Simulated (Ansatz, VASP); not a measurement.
Zr4Ag: VASP beside Ansatz

```
Zr Ag
1.0
     5.79471    0.00000    0.00000
    -2.89736    5.01837    0.00000
     0.00000    0.00000    5.11734
Zr Ag
4 1
Direct
  0.00000 0.00000 0.00000
  0.49987 0.00000 0.50000
  0.00000 0.49987 0.50000
  0.50013 0.50013 0.50000
  0.00000 0.00000 0.50000
```

Alike in both runs: functional PBE; k mesh 4 × 4 × 3; occupations gaussian, width 0.2 eV; no spin polarisation.

Ansatz relaxed the structure, and its values are those at the end. VASP's run is a single point on that final structure, the one shown.

|  | VASP | Ansatz |
| --- | --- | --- |
| version | VASP 6.6.1 | Ansatz 0.2.0 |
| potentials or method | VASP PAW PBE potentials, release 64 (Zr_sv, Ag), cutoff 520 eV | scalar-relativistic, plane waves, PAW |
| valence electrons in the cell | 59 | 67 |

```tsv
	VASP	Ansatz	Ansatz less VASP
gap on the k mesh at the Fermi level (eV)	none	none	-
pressure (GPa)	0.0	0.0	+0.03
```

A gap of «none» marks a metal or a gap that the smearing closes. With one functional, cell and mesh, what is left measures potentials, basis and numerics. VASP's potentials hold 59 valence electrons a cell and Ansatz's 67, so a difference there can come from the potentials and not from the codes.

The k mesh is coarse, so the values compare programs but aren't converged.
